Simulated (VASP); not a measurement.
# BeS (F-43m) in VASP: notebook

The runs below take BeS through single point, relaxation of cell and atoms, with PBEsol.

Everything below comes from runs of VASP 6.6.1. Logs are shortened: lines on timing, memory, paths and dates and some standing lists are left out, and cuts for length are marked.

## Step 1: The cell of the first run

Symmetry: F-43m, No. 216, cubic system. Conventional cell: a = 4.838 Å, b = 4.838 Å, c = 4.838 Å, α = 90.00°, β = 90.00°, γ = 90.00°. Within 2.8 Å of Be (site symmetry -43m) lie 4 S at 2.09 Å. S (site symmetry -43m) has 4 Be at 2.09 Å within 2.8 Å.

## Step 2: Single point, PBEsol

File INCAR:

```
SYSTEM = BeS
PREC     = Accurate       ! precision mode
ENCUT    = 520            ! plane-wave cutoff, eV
EDIFF    = 1E-6           ! SCF threshold, eV
ISMEAR   = 0              ! smearing method
SIGMA    = 0.02           ! smearing width, eV
LREAL    = .False.        ! projectors in reciprocal space
LASPH    = .True.         ! aspherical terms in the spheres
NELM     = 60             ! most SCF steps
ALGO     = Normal         ! electronic algorithm
ISIF     = 2              ! what is computed and relaxed
LWAVE    = .False.        ! write WAVECAR
LCHARG   = .False.        ! write CHGCAR
GGA      = PS             ! functional
NBANDS   = 11             ! bands
```

File KPOINTS:

```
Automatic mesh
0
Gamma
  8 8 8
  0 0 0
```

File POSCAR:

```
BeS
1.0
    0.0000000000     -2.4189957261     -2.4189957261
    2.4189957261      0.0000000000     -2.4189957261
    2.4189957261     -2.4189957261      0.0000000000
Be S
1 1
Direct
    0.0000000000      0.0000000000      0.0000000000
    0.7500000000      0.7500000000      0.7500000000
```

Potentials or basis: VASP PAW PBE potentials, release 64 (Be, S).

Run with:

```console
$ cat potpaw_PBE.64/Be/POTCAR potpaw_PBE.64/S/POTCAR > POTCAR
$ mpirun -np 1 vasp_std > vasp.out
```

OUTCAR:

```text
SYSTEM = BeS
   PREC = Accurate
   ENCUT = 520
   EDIFF = 1E-6
   ISMEAR = 0
   LREAL = .False.
   LASPH = .True.
   NELM = 60
   ISIF = 2
   GGA = PS

 ion  position               nearest neighbor table
   1  0.000  0.000  0.000-   2 2.09   2 2.09   2 2.09   2 2.09
   2  0.750  0.750  0.750-   1 2.09   1 2.09   1 2.09   1 2.09

  LATTYP: Found a face centered cubic cell.
 ALAT       =     4.8379914522

  Lattice vectors:

 A1 = (   0.0000000000,  -2.4189957261,  -2.4189957261)
 A2 = (   2.4189957261,   0.0000000000,  -2.4189957261)
 A3 = (   2.4189957261,  -2.4189957261,   0.0000000000)

Analysis of symmetry for initial positions (statically):
=====================================================================
 Subroutine PRICEL returns:
 Original cell was already a primitive cell.

 Routine SETGRP: Setting up the symmetry group for a
 face centered cubic supercell.

 Subroutine GETGRP returns: Found 24 space group operations
 (whereof 24 operations were pure point group operations)
 out of a pool of 48 trial point group operations.

The static configuration has the point symmetry T_d .

Analysis of symmetry for dynamics (positions and initial velocities):
=====================================================================
 Subroutine PRICEL returns:
 Original cell was already a primitive cell.

 Routine SETGRP: Setting up the symmetry group for a
 face centered cubic supercell.

 Subroutine GETGRP returns: Found 24 space group operations
 (whereof 24 operations were pure point group operations)
 out of a pool of 48 trial point group operations.

The dynamic configuration has the point symmetry T_d .

 Subroutine INISYM returns: Found 24 space group operations
 (whereof 24 operations are pure point group operations),
 and found     1 'primitive' translations

----------------------------------------------------------------------------------------

                                     Primitive cell

  volume of cell :      28.3097

  direct lattice vectors                    reciprocal lattice vectors
     0.000000000 -2.418995726 -2.418995726    -0.206697347 -0.206697347 -0.206697347
     2.418995726  0.000000000 -2.418995726     0.206697347  0.206697347 -0.206697347
     2.418995726 -2.418995726  0.000000000     0.206697347 -0.206697347  0.206697347

  length of vectors
     3.420976563  3.420976563  3.420976563     0.358010308  0.358010308  0.358010308

  position of ions in fractional coordinates (direct lattice)
     0.000000000  0.000000000  0.000000000
     0.750000000  0.750000000  0.750000000

  ion indices of the primitive-cell ions
   primitive index   ion index
                 1           1
                 2           2

----------------------------------------------------------------------------------------

 KPOINTS: Automatic mesh

Automatic generation of k-mesh.
 Grid dimensions read from file:
 generate k-points for:    8    8    8

 Generating k-lattice:

  Cartesian coordinates                     Fractional coordinates (reciprocal lattice)
    -0.025837168 -0.025837168 -0.025837168     0.125000000  0.000000000  0.000000000
     0.025837168  0.025837168 -0.025837168     0.000000000  0.125000000  0.000000000
     0.025837168 -0.025837168  0.025837168     0.000000000  0.000000000  0.125000000

  Length of vectors
     0.044751288  0.044751288  0.044751288

  Shift w.r.t. Gamma in fractional coordinates (k-lattice)
     0.000000000  0.000000000  0.000000000

 Subroutine IBZKPT returns following result:
 ===========================================

 Found     29 irreducible k-points:

 Following reciprocal coordinates:
            Coordinates               Weight
  0.000000  0.000000  0.000000      1.000000
  0.125000  0.000000  0.000000      8.000000
  0.250000  0.000000  0.000000      8.000000
  0.375000  0.000000  0.000000      8.000000
  0.500000  0.000000  0.000000      4.000000
  0.125000  0.125000  0.000000      6.000000
[... 16 lines left out ...]
  0.500000  0.250000  0.125000     48.000000
 -0.375000  0.250000  0.125000     24.000000
 [... further k-points ...]
   k-points           NKPTS =     29   k-points in BZ     NKDIM =     29   number of bands    NBANDS=     11
   number of dos      NEDOS =    301   number of ions     NIONS =      2
   total plane-waves  NPLWV =  21952
   dimension x,y,z NGX =    28 NGY =   28 NGZ =   28
   dimension x,y,z NGXF=    56 NGYF=   56 NGZF=   56
   ions per type =               1   1
   NGX,Y,Z   is equivalent  to a cutoff of  13.61, 13.61, 13.61 a.u.
   NGXF,Y,Z  is equivalent  to a cutoff of  27.21, 27.21, 27.21 a.u.
 SYSTEM =  BeS
   PREC   = accura    normal or accurate (medium, high low for compatibility)
   ISTART =      0    job   : 0-new  1-cont  2-samecut
   ICHARG =      2    charge: 1-file 2-atom 10-const
   ISPIN  =      1    spin polarized calculation?
   LNONCOLLINEAR =      F non collinear calculations
   LSORBIT =      F    spin-orbit coupling
   LASPH  =      T    aspherical Exc in radial PAW
   ENCUT  =  520.0 eV  38.22 Ry    6.18 a.u.   6.36  6.36  6.36*2*pi/ulx,y,z
   NELM   =     60;   NELMIN=  2; NELMDL= -5     # of ELM steps
   EDIFF  = 0.1E-05   stopping-criterion for ELM
   LREAL  =      F    real-space projection
   EDIFFG = 0.1E-04   stopping-criterion for IOM
   NSW    =      0    number of steps for IOM
   IBRION =     -1    ionic relax: 0-MD 1-quasi-New 2-CG
   NFREE  =      0    steps in history (QN), initial steepest desc. (CG)
   ISIF   =      2    stress and relaxation
   ISYM   =      2    0-nonsym 1-usesym 2-fastsym
   POTIM  = 0.5000    time-step for ionic-motion
   TEBEG  =    0.0;   TEEND  =   0.0 temperature during run
   PSTRESS=    0.0 pullay stress
   NELECT =       8.0000    total number of electrons
   NUPDOWN=      -1.0000    fix difference up-down
   EMIN   =  10.00;   EMAX   =-10.00  energy-range for DOS
   EFERMI =   0.00;   METHOD = LEGACY
   ISMEAR =     0;   SIGMA  =   0.02  broadening in eV -4-tet -1-fermi 0-gaus
   EFERMI_NEDOS =   21; number of points for ismear=-14 and -15
   IALGO  =     38    algorithm
   IMIX   =      4    mixing-type and parameters
     AMIX     =   0.40;   BMIX     =  1.00
     AMIX_MAG =   1.60;   BMIX_MAG =  1.00
  volume/ion in A,a.u.               =      14.15        95.52
  Fermi-wavevector in a.u.,A,eV,Ry     =   1.074302  2.030136 15.702822  1.154125
  Thomas-Fermi vector in A             =   2.210126
   LORBIT       =      0    0 simple, 1 ext, 2 COOP (PROOUT), +10 PAW based schemes
   GGA     = PS    functional components
   LHFCALC =     F    Hartree Fock is set to
   AEXX    =    0.0000 exact exchange contribution
   IVDW    =     0    specifies the selected vdW correction
   LEPSILON=     F    determine dielectric tensor
   LRPA    =     F    only Hartree local field effects (RPA)
 non-spin polarized calculation
 Gauss-broadening in eV      SIGMA  =   0.02
  energy-cutoff  :      520.00
  volume of cell :       28.31
 maximum number of plane-waves:       778
 NGX is ok and might be reduce to    28
   NGX = 13   NGY = 13   NGZ = 13

 number of electron       8.0000000 magnetization

 Free energy of the ion-electron system (eV)
  ---------------------------------------------------
  ext. energy  EPLUGINS =         0.00000000
  ---------------------------------------------------
  free energy    TOTEN  =       -10.56411277 eV

  energy without entropy =      -10.56411277  energy(sigma->0) =      -10.56411277

 E-fermi :   4.3573     XC(G=0):  -9.9315

 val. band max:        4.2217473026   @ k =   0.0000   0.0000   0.0000
 cond. band min:       7.1329038545   @ k =   0.5000   0.5000   0.0000
 fundamental gap:      2.9111565519
 Fermi energy:         4.3572889872

 k-point     1 :       0.0000    0.0000    0.0000
  band No.  band energies     occupation
      1      -9.5466      2.00000
      2       4.2217      2.00000
      3       4.2217      2.00000
      4       4.2217      2.00000
      5       9.8283      0.00000
      6       9.8283      0.00000
      7       9.8283      0.00000
      8       9.9903      0.00000
      9      17.0313      0.00000
     10      17.0313      0.00000
     11      18.9551      0.00000

 k-point     2 :       0.1250    0.0000    0.0000
  band No.  band energies     occupation
      1      -9.3656      2.00000
      2       2.9888      2.00000
      3       4.0173      2.00000
      4       4.0173      2.00000
      5       9.7379      0.00000
      6      10.1907      0.00000
      7      10.1907      0.00000
      8      11.3228      0.00000
      9      16.2994      0.00000
     10      16.2994      0.00000
     11      18.7519      0.00000

 k-point     3 :       0.2500    0.0000    0.0000
  band No.  band energies     occupation
      1      -8.8658      2.00000
      2       0.8440      2.00000
      3       3.6116      2.00000
      4       3.6116      2.00000
      5       9.6943      0.00000
      6      10.7354      0.00000
      7      10.7354      0.00000
      8      13.4269      0.00000
      9      16.0480      0.00000
     10      16.0480      0.00000
     11      18.2922      0.00000

 k-point     4 :       0.3750    0.0000    0.0000
  band No.  band energies     occupation
      1      -8.2269      2.00000
      2      -0.9510      2.00000
      3       3.2863      2.00000
      4       3.2863      2.00000
      5       9.6480      0.00000
      6      10.7853      0.00000
      7      10.7853      0.00000
      8      14.8584      0.00000
      9      17.4337      0.00000
     10      17.4337      0.00000
     11      18.5295      0.00000
[... 239 lines left out ...]
 k-point    22 :       0.3750    0.2500    0.1250
  band No.  band energies     occupation
      1      -8.4568      2.00000
      2       0.6136      2.00000
      3       2.0229      2.00000
      4       3.0758      2.00000
      5       9.6478      0.00000
      6      11.4527      0.00000
      7      11.6398      0.00000
      8      12.7548      0.00000
      9      15.7823      0.00000
     10      18.6172      0.00000
     11      20.1361      0.00000

 k-point    23 :       0.5000    0.2500    0.1250
  band No.  band energies     occupation
      1      -7.8934      2.00000
      2      -0.5752      2.00000
      3       1.4813      2.00000
      4       2.5903      2.00000
      5      10.1081      0.00000
      6      10.9586      0.00000
      7      12.6507      0.00000
      8      13.4635      0.00000
      9      16.8066      0.00000
     10      18.5969      0.00000
     11      20.7131      0.00000

 k-point    24 :      -0.3750    0.2500    0.1250
  band No.  band energies     occupation
      1      -7.6082      2.00000
      2      -1.1460      2.00000
      3       1.3879      2.00000
      4       2.3373      2.00000
      5      10.1871      0.00000
      6      10.7418      0.00000
      7      13.3413      0.00000
      8      14.6768      0.00000
      9      15.6073      0.00000
     10      19.5682      0.00000
     11      20.1397      0.00000

 [... further k-points ...]

------------------------ aborting loop because EDIFF is reached ----------------------------------------

  FORCE on cell =-STRESS in cart. coord.  units (eV):
  Direction    XX          YY          ZZ          XY          YZ          ZX
  --------------------------------------------------------------------------------------
  -------------------------------------------------------------------------------------
  Total        0.0286327      0.0286327      0.0286327      0.0000000     -0.0000000      0.0000000
  in kB        1.6204549      1.6204549      1.6204549      0.0000000     -0.0000000      0.0000000
  external PRESSURE =       1.6204549 kB  Pullay stress =       0.0000000 kB

 VOLUME and BASIS-vectors are now :
 -----------------------------------------------------------------------------
  energy-cutoff  :      520.00
  volume of cell :       28.31
      direct lattice vectors                 reciprocal lattice vectors
     0.000000000 -2.418995726 -2.418995726    -0.206697347 -0.206697347 -0.206697347
     2.418995726  0.000000000 -2.418995726     0.206697347  0.206697347 -0.206697347
     2.418995726 -2.418995726  0.000000000     0.206697347 -0.206697347  0.206697347

 POSITION                                       TOTAL-FORCE (eV/Angst)
 -----------------------------------------------------------------------------------
      0.00000      0.00000      0.00000         0.000000     -0.000000     -0.000000
      3.62849     -3.62849     -3.62849        -0.000000      0.000000      0.000000
 -----------------------------------------------------------------------------------
    total drift:                               -0.000000      0.000000      0.000000

  FREE ENERGIE OF THE ION-ELECTRON SYSTEM (eV)
  ---------------------------------------------------
  free  energy   TOTEN  =       -10.5641127686 eV

  energy  without entropy=      -10.5641127686  energy(sigma->0) =      -10.56411277
```

Run time: 9.3 s. Hardware: 1 thread of AMD EPYC 7R43 (Zen 3), shared host; peak memory 0.11 GiB.

What came out:

| Quantity | Value |
| --- | --- |
| Free energy | -10.5641 eV |
| Pressure | 0.2 GPa |
| Band gap on the k mesh | 2.91 eV, indirect (least direct gap 5.61 eV) |

Caveat: the PAW data sets were made with another functional, which shifts forces and pressure a little. A k mesh can miss the band edges.

## Step 3: Relaxation of cell and atoms, PBEsol

This run uses another cell than the first one, of 14.26 Å³/atom, 1.007 times its volume.

File INCAR:

```
SYSTEM = BeS
PREC = Accurate
ENCUT = 600
EDIFF = 1E-7
ISMEAR = 0
SIGMA = 0.02
LREAL = .False.
LASPH = .True.
NELM = 80
ALGO = Normal
ISIF = 3
LWAVE = .False.
LCHARG = .False.
GGA = PS
IBRION = 2
NSW = 100
EDIFFG = -0.005
```

File KPOINTS:

```
regular mesh
0
Gamma
  8 8 8
  0 0 0
```

File POSCAR:

```
BeS
1.0
    0.0000000000     -2.4250000000     -2.4250000000
    2.4250000000      0.0000000000     -2.4250000000
    2.4250000000     -2.4250000000      0.0000000000
Be S
1 1
Direct
    0.0000000000      0.0000000000      0.0000000000
    0.7500000000      0.7500000000      0.7500000000
```

Potentials or basis: VASP PAW PBE potentials, release 64 (Be, S).

Run with:

```console
$ cat potpaw_PBE.64/Be/POTCAR potpaw_PBE.64/S/POTCAR > POTCAR
$ mpirun -np 1 vasp_std > vasp.out
```

It took 18 s on 1 thread of AMD EPYC 7R43 (Zen 3), shared host; peak memory 0.11 GiB.

The run converged. Its results:

```
Free energy                            : -10.5644 eV
Relaxed volume                         : 14.18 Å³/atom
Relaxed cell                           : a = 3.423 Å, b = 3.423 Å, c = 3.423 Å, α = 60.00°, β = 60.00°, γ = 60.00°
Space group after relaxing (to 0.05 Å) : F-43m (No. 216)
Energy gained by relaxing              : 0.1 meV/atom
Ionic steps                            : 3
Pressure after relaxing                : 0.0 GPa
Band gap on the k mesh                 : 2.92 eV, indirect (least direct gap 5.61 eV)
```

The path:
| step | energy change (eV) | largest force (eV/Å) | pressure (GPa) | volume (Å³) |
| --- | --- | --- | --- | --- |
| 1 | 0.0000 | 0.0000 | -0.53 | 28.52 |
| 2 | -0.0002 | 0.0000 | 0.13 | 28.33 |
| 3 | -0.0003 | 0.0000 | 0.00 | 28.36 |

Final structure:
```xyz
2
Lattice="0.0000 -2.4205 -2.4205 2.4205 0.0000 -2.4205 2.4205 -2.4205 0.0000" Properties=species:S:1:pos:R:3 pbc="T T T"
Be    0.0000    0.0000    0.0000
S     3.6308   -3.6308   -3.6308
```

Levels at points of the mesh, in eV from the valence-band top:
| k point | band 1 | band 2 | band 3 | band 4 | band 5 | band 6 | band 7 | band 8 |
| --- | --- | --- | --- | --- | --- | --- | --- | --- |
| (0.00, 0.00, 0.00) | -13.76 | 0.00 | 0.00 | 0.00 | 5.61 | 5.61 | 5.61 | 5.75 |
| (0.50, 0.00, 0.00) | -12.10 | -5.90 | -1.05 | -1.05 | 5.40 | 6.48 | 6.48 | 11.00 |
| (0.50, 0.50, 0.00) | -11.55 | -5.10 | -2.69 | -2.69 | 2.92 | 4.81 | 12.79 | 12.79 |

Caveat: the PAW data sets were made with another functional, which shifts forces and pressure a little.

## Step 4: Single point, PBEsol

This run uses another cell than the first one, of 13.07 Å³/atom, 0.924 times its volume.

File INCAR:

```
PREC = Accurate ; ENCUT = 520
EDIFF = 1E-6 ; ISMEAR = 0
SIGMA = 0.01 ; LREAL = False
LASPH = True ; NELM = 60
ALGO = Normal ; ISIF = 2
LWAVE = False ; LCHARG = False
GGA = PS ; NBANDS = 11
```

File KPOINTS:

```
Automatic mesh
0
Gamma
  8 8 8
```

File POSCAR:

```
BeS
1.0
    0.0000000000      2.3556964806      2.3556964806
    2.3556964806      0.0000000000      2.3556964806
    2.3556964806      2.3556964806      0.0000000000
Be S
1 1
Direct
    0.0000000000      0.0000000000      0.0000000000
    0.7500000000      0.7500000000      0.7500000000
```

Run with:

```console
$ cat potpaw_PBE.64/Be/POTCAR potpaw_PBE.64/S/POTCAR > POTCAR
$ mpirun -np 1 vasp_std > vasp.out
```

Run time: 8 s. Hardware: 1 thread of AMD EPYC 7R13 (Zen 3), shared host; peak memory 0.12 GiB.

The run converged. Its results:

```
Free energy            : -10.5042 eV
Pressure               : 9.2 GPa
Band gap on the k mesh : 2.72 eV, indirect (least direct gap 5.55 eV)
```

Levels at points of the mesh, in eV from the valence-band top:
| k point | band 2 | band 3 | band 4 | band 5 | band 6 | band 7 |
| --- | --- | --- | --- | --- | --- | --- |
| (0.00, 0.00, 0.00) | 0.00 | 0.00 | 0.00 | 5.55 | 5.55 | 5.55 |
| (0.50, 0.00, 0.00) | -6.46 | -1.17 | -1.17 | 5.69 | 6.44 | 6.44 |
| (0.50, 0.50, 0.00) | -5.54 | -2.99 | -2.99 | 2.72 | 4.72 | 13.46 |

Caveat: the PAW data sets were made with another functional, which shifts forces and pressure a little. A k mesh can miss the band edges.

(Continued in part 2 of 2.)
